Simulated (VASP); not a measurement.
# AlW3 (Pm-3m) in VASP: single point with PBE

Aim: the single point of AlW3 with PBE.

Everything below comes from runs of VASP 6.6.1. Logs are shortened: lines on timing, memory, paths and dates and some standing lists are left out, and cuts for length are marked.

### 1 The cell of the first run

The structure is cubic, space group Pm-3m (No. 221). Conventional cell: a = 4.590 Å, b = 4.590 Å, c = 4.590 Å, α = 90.00°, β = 90.00°, γ = 90.00°. Al (site symmetry m-3m) has 6 W at 2.30 Å within 3.0 Å. W (site symmetry 4/mmm) has 2 Al at 2.30 Å within 3.0 Å.

### 2 Single point, PBE

Contents of POSCAR:

```
AlW3
1.0
    4.5903411841      0.0000000000      0.0000000000
    0.0000000000      4.5903411841      0.0000000000
    0.0000000000      0.0000000000      4.5903411841
Al W
1 3
Direct
    0.0000000000      0.0000000000      0.0000000000
    0.5000000000      0.0000000000      0.0000000000
    0.0000000000      0.5000000000      0.0000000000
    0.0000000000      0.0000000000      0.5000000000
```

Contents of INCAR.step1:

```
SYSTEM = AlW3
PREC = Accurate
ENCUT = 520
EDIFF = 1E-6
ISMEAR = 0
SIGMA = 0.1
LREAL = .False.
LASPH = .True.
NELM = 100
ALGO = Fast
ISIF = 2
LWAVE = .False.
LCHARG = .True.
LMAXMIX = 4
GGA = PE
NBANDS = 30
```

Contents of KPOINTS.step1:

```
regular mesh
0
Gamma
  10 10 10
  0 0 0
```

Contents of INCAR.step2:

```
SYSTEM = AlW3
PREC = Accurate
ENCUT = 520
EDIFF = 1E-6
ISMEAR = -5
SIGMA = 0.1
LREAL = .False.
LASPH = .True.
NELM = 100
ALGO = Fast
ISIF = 2
LWAVE = .False.
LCHARG = .False.
LMAXMIX = 4
GGA = PE
LORBIT = 10
NBANDS = 30
NEDOS = 1001
ICHARG = 11
```

Contents of KPOINTS.step2:

```
regular mesh
0
Gamma
  15 15 15
  0 0 0
```

Potentials or basis: VASP PAW PBE potentials, release 64 (Al, W_sv).

Launch:

```sh
cat potpaw_PBE.64/Al/POTCAR potpaw_PBE.64/W_sv/POTCAR > POTCAR
cp INCAR.step1 INCAR
cp KPOINTS.step1 KPOINTS
mpirun -np 1 vasp_std > vasp.out
cp INCAR.step2 INCAR
cp KPOINTS.step2 KPOINTS
mpirun -np 1 vasp_std > vasp.out
```

OUTCAR:

```text
SYSTEM = AlW3
   PREC = Accurate
   ENCUT = 520
   EDIFF = 1E-6
   ISMEAR = -5
   LREAL = .False.
   LASPH = .True.
   NELM = 100
   ISIF = 2
   GGA = PE
   LORBIT = 10
   ICHARG = 11

 ion  position               nearest neighbor table
   1  0.000  0.000  0.000-   2 2.30   3 2.30   4 2.30   4 2.30   3 2.30   2 2.30
   2  0.500  0.000  0.000-   1 2.30   1 2.30   4 3.25   4 3.25   3 3.25   3 3.25   3 3.25   4 3.25
                             4 3.25   3 3.25
   3  0.000  0.500  0.000-   1 2.30   1 2.30   4 3.25   4 3.25   2 3.25   2 3.25   4 3.25   4 3.25
                             2 3.25   2 3.25
   4  0.000  0.000  0.500-   1 2.30   1 2.30   3 3.25   2 3.25   2 3.25   3 3.25   3 3.25   3 3.25
                             2 3.25   2 3.25

  LATTYP: Found a simple cubic cell.
 ALAT       =     4.5903411841

  Lattice vectors:

 A1 = (   4.5903411841,   0.0000000000,   0.0000000000)
 A2 = (   0.0000000000,   4.5903411841,   0.0000000000)
 A3 = (   0.0000000000,   0.0000000000,   4.5903411841)

Analysis of symmetry for initial positions (statically):
=====================================================================
 Subroutine PRICEL returns:
 Original cell was already a primitive cell.

 Routine SETGRP: Setting up the symmetry group for a
 simple cubic supercell.

 Subroutine GETGRP returns: Found 48 space group operations
 (whereof 48 operations were pure point group operations)
 out of a pool of 48 trial point group operations.

The static configuration has the point symmetry O_h .

Analysis of symmetry for dynamics (positions and initial velocities):
=====================================================================
 Subroutine PRICEL returns:
 Original cell was already a primitive cell.

 Routine SETGRP: Setting up the symmetry group for a
 simple cubic supercell.

 Subroutine GETGRP returns: Found 48 space group operations
 (whereof 48 operations were pure point group operations)
 out of a pool of 48 trial point group operations.

The dynamic configuration has the point symmetry O_h .

 Subroutine INISYM returns: Found 48 space group operations
 (whereof 48 operations are pure point group operations),
 and found     1 'primitive' translations

----------------------------------------------------------------------------------------

                                     Primitive cell

  volume of cell :      96.7241

  direct lattice vectors                    reciprocal lattice vectors
     4.590341184  0.000000000  0.000000000     0.217848731  0.000000000  0.000000000
     0.000000000  4.590341184  0.000000000     0.000000000  0.217848731  0.000000000
     0.000000000  0.000000000  4.590341184     0.000000000  0.000000000  0.217848731

  length of vectors
     4.590341184  4.590341184  4.590341184     0.217848731  0.217848731  0.217848731

  position of ions in fractional coordinates (direct lattice)
     0.000000000  0.000000000  0.000000000
     0.500000000  0.000000000  0.000000000
     0.000000000  0.500000000  0.000000000
     0.000000000  0.000000000  0.500000000

  ion indices of the primitive-cell ions
   primitive index   ion index
                 1           1
                 2           2
                 3           3
                 4           4

----------------------------------------------------------------------------------------

 KPOINTS: regular mesh

Automatic generation of k-mesh.
 Grid dimensions read from file:
 generate k-points for:   15   15   15

 Generating k-lattice:

  Cartesian coordinates                     Fractional coordinates (reciprocal lattice)
     0.014523249  0.000000000  0.000000000     0.066666667  0.000000000  0.000000000
     0.000000000  0.014523249  0.000000000     0.000000000  0.066666667  0.000000000
     0.000000000  0.000000000  0.014523249     0.000000000  0.000000000  0.066666667

  Length of vectors
     0.014523249  0.014523249  0.014523249

  Shift w.r.t. Gamma in fractional coordinates (k-lattice)
     0.000000000  0.000000000  0.000000000

 TETIRR: Found   1667 inequivalent tetrahedra from    20250

 Subroutine IBZKPT returns following result:
 ===========================================

 Found    120 irreducible k-points:

 Following reciprocal coordinates:
            Coordinates               Weight
  0.000000  0.000000  0.000000      1.000000
  0.066667  0.000000  0.000000      6.000000
  0.133333  0.000000  0.000000      6.000000
  0.200000  0.000000  0.000000      6.000000
  0.266667  0.000000  0.000000      6.000000
  0.333333  0.000000  0.000000      6.000000
[... 16 lines left out ...]
  0.266667  0.200000  0.000000     24.000000
  0.333333  0.200000  0.000000     24.000000
 [... further k-points ...]
   k-points           NKPTS =    120   k-points in BZ     NKDIM =    120   number of bands    NBANDS=     30
   number of dos      NEDOS =   1001   number of ions     NIONS =      4
   total plane-waves  NPLWV =  46656
   dimension x,y,z NGX =    36 NGY =   36 NGZ =   36
   dimension x,y,z NGXF=    72 NGYF=   72 NGZF=   72
   ions per type =               1   3
   NGX,Y,Z   is equivalent  to a cutoff of  13.04, 13.04, 13.04 a.u.
   NGXF,Y,Z  is equivalent  to a cutoff of  26.08, 26.08, 26.08 a.u.
 SYSTEM =  AlW3
   PREC   = accura    normal or accurate (medium, high low for compatibility)
   ISTART =      0    job   : 0-new  1-cont  2-samecut
   ICHARG =     11    charge: 1-file 2-atom 10-const
   ISPIN  =      1    spin polarized calculation?
   LNONCOLLINEAR =      F non collinear calculations
   LSORBIT =      F    spin-orbit coupling
   LASPH  =      T    aspherical Exc in radial PAW
   ENCUT  =  520.0 eV  38.22 Ry    6.18 a.u.   8.53  8.53  8.53*2*pi/ulx,y,z
   NELM   =    100;   NELMIN=  2; NELMDL=  0     # of ELM steps
   EDIFF  = 0.1E-05   stopping-criterion for ELM
   LREAL  =      F    real-space projection
   EDIFFG = 0.1E-04   stopping-criterion for IOM
   NSW    =      0    number of steps for IOM
   IBRION =     -1    ionic relax: 0-MD 1-quasi-New 2-CG
   NFREE  =      0    steps in history (QN), initial steepest desc. (CG)
   ISIF   =      2    stress and relaxation
   ISYM   =      2    0-nonsym 1-usesym 2-fastsym
   POTIM  = 0.5000    time-step for ionic-motion
   TEBEG  =    0.0;   TEEND  =   0.0 temperature during run
   PSTRESS=    0.0 pullay stress
   NELECT =      45.0000    total number of electrons
   NUPDOWN=      -1.0000    fix difference up-down
   EMIN   =  10.00;   EMAX   =-10.00  energy-range for DOS
   EFERMI =   0.00;   METHOD = LEGACY
   ISMEAR =    -5;   SIGMA  =   0.10  broadening in eV -4-tet -1-fermi 0-gaus
   EFERMI_NEDOS =   21; number of points for ismear=-14 and -15
   IALGO  =     68    algorithm
   IMIX   =      4    mixing-type and parameters
     AMIX     =   0.40;   BMIX     =  1.00
     AMIX_MAG =   1.60;   BMIX_MAG =  1.00
  volume/ion in A,a.u.               =      24.18       163.18
  Fermi-wavevector in a.u.,A,eV,Ry     =   1.268530  2.397174 21.894061  1.609168
  Thomas-Fermi vector in A             =   2.401620
   LORBIT       =     10    0 simple, 1 ext, 2 COOP (PROOUT), +10 PAW based schemes
   GGA     = PE    functional components
   LHFCALC =     F    Hartree Fock is set to
   AEXX    =    0.0000 exact exchange contribution
   IVDW    =     0    specifies the selected vdW correction
   LEPSILON=     F    determine dielectric tensor
   LRPA    =     F    only Hartree local field effects (RPA)
 non-spin polarized calculation
 RMM-DIIS sequential band-by-band and
 Fermi weights with tetrahedron method with Bloechl corrections
  energy-cutoff  :      520.00
  volume of cell :       96.72
 maximum number of plane-waves:      2625
 NGX is ok and might be reduce to    36

 number of electron      45.0000002 magnetization

 Free energy of the ion-electron system (eV)
  ---------------------------------------------------
  ext. energy  EPLUGINS =         0.00000000
  ---------------------------------------------------
  free energy    TOTEN  =       -29.87448999 eV

  energy without entropy =      -29.87448999  energy(sigma->0) =      -29.87448999

 E-fermi :   4.9165     XC(G=0): -10.3014

 val. band max:        4.9204239808   @ k =   0.1333   0.1333   0.0667
 cond. band min:       4.9192136603   @ k =   0.4667   0.2000   0.0000
 fundamental gap:     -0.0012103205
 Fermi energy:         4.9164962117

 k-point     1 :       0.0000    0.0000    0.0000
  band No.  band energies     occupation
      1     -69.2647      2.00000
      2     -69.2470      2.00000
      3     -69.2470      2.00000
      4     -33.5397      2.00000
      5     -33.5397      2.00000
      6     -33.5397      2.00000
[... 22 lines left out ...]
     29       7.8848      0.00000
     30       7.8848      0.00000

 k-point     2 :       0.0667    0.0000    0.0000
  band No.  band energies     occupation
      1     -69.2646      2.00000
      2     -69.2472      2.00000
      3     -69.2470      2.00000
      4     -33.5384      2.00000
      5     -33.5384      2.00000
      6     -33.5377      2.00000
[... 22 lines left out ...]
     29       7.8890      0.00000
     30       7.9666      0.00000

 k-point     3 :       0.1333    0.0000    0.0000
  band No.  band energies     occupation
      1     -69.2640      2.00000
      2     -69.2477      2.00000
      3     -69.2471      2.00000
      4     -33.5347      2.00000
      5     -33.5347      2.00000
      6     -33.5318      2.00000
[... 682 lines left out ...]
     29       7.1742      0.00000
     30       8.3311      0.00000

 k-point    24 :       0.3333    0.2000    0.0000
  band No.  band energies     occupation
      1     -69.2597      2.00000
      2     -69.2507      2.00000
      3     -69.2481      2.00000
      4     -33.5316      2.00000
      5     -33.5008      2.00000
      6     -33.4657      2.00000
[... 22 lines left out ...]
     29       7.0712      0.00000
     30       8.2985      0.00000

 [... further k-points ...]

------------------------ aborting loop because EDIFF is reached ----------------------------------------

  FORCE on cell =-STRESS in cart. coord.  units (eV):
  Direction    XX          YY          ZZ          XY          YZ          ZX
  --------------------------------------------------------------------------------------
  -------------------------------------------------------------------------------------
  Total       -0.0810464     -0.0810464     -0.0810464      0.0000000     -0.0000000     -0.0000000
  in kB       -1.3424845     -1.3424845     -1.3424845      0.0000000     -0.0000000     -0.0000000
  external PRESSURE =      -1.3424845 kB  Pullay stress =       0.0000000 kB

 VOLUME and BASIS-vectors are now :
 -----------------------------------------------------------------------------
  energy-cutoff  :      520.00
  volume of cell :       96.72
      direct lattice vectors                 reciprocal lattice vectors
     4.590341184  0.000000000  0.000000000     0.217848731  0.000000000  0.000000000
     0.000000000  4.590341184  0.000000000     0.000000000  0.217848731  0.000000000
     0.000000000  0.000000000  4.590341184     0.000000000  0.000000000  0.217848731

 POSITION                                       TOTAL-FORCE (eV/Angst)
 -----------------------------------------------------------------------------------
      0.00000      0.00000      0.00000         0.000000      0.000000      0.000000
      2.29517      0.00000      0.00000         0.000000      0.000000      0.000000
      0.00000      2.29517      0.00000         0.000000      0.000000      0.000000
      0.00000      0.00000      2.29517         0.000000      0.000000      0.000000
 -----------------------------------------------------------------------------------
    total drift:                                0.000000      0.000000     -0.000000

  FREE ENERGIE OF THE ION-ELECTRON SYSTEM (eV)
  ---------------------------------------------------
  free  energy   TOTEN  =       -29.8744899872 eV

  energy  without entropy=      -29.8744899872  energy(sigma->0) =      -29.87448999

 total charge

# of ion       s       p       d       tot
------------------------------------------
    1        0.543   0.662   0.000   1.205
    2        2.362   6.163   3.272  11.797
    3        2.362   6.163   3.272  11.797
    4        2.362   6.163   3.272  11.797
--------------------------------------------------
tot          7.629  19.150   9.817  36.596
```

Run time: 5.1 min. Hardware: 1 thread of Intel Xeon 6975P-C (Granite Rapids), shared host; peak memory 0.4 GiB.

Results:

* Valence electrons inside the program's atomic spheres: Al 1.21; W 11.80

Levels at points of the mesh, in eV from the Fermi level:
| k point | band 20 | band 21 | band 22 | band 23 | band 24 | band 25 |
| --- | --- | --- | --- | --- | --- | --- |
| (0.00, 0.00, 0.00) | 0.36 | 0.36 | 0.58 | 0.58 | 0.58 | 0.98 |

Caveat: spin-orbit coupling is left out, which moves the levels of the heavy elements; tetrahedron occupations give inexact forces and stress in metals.
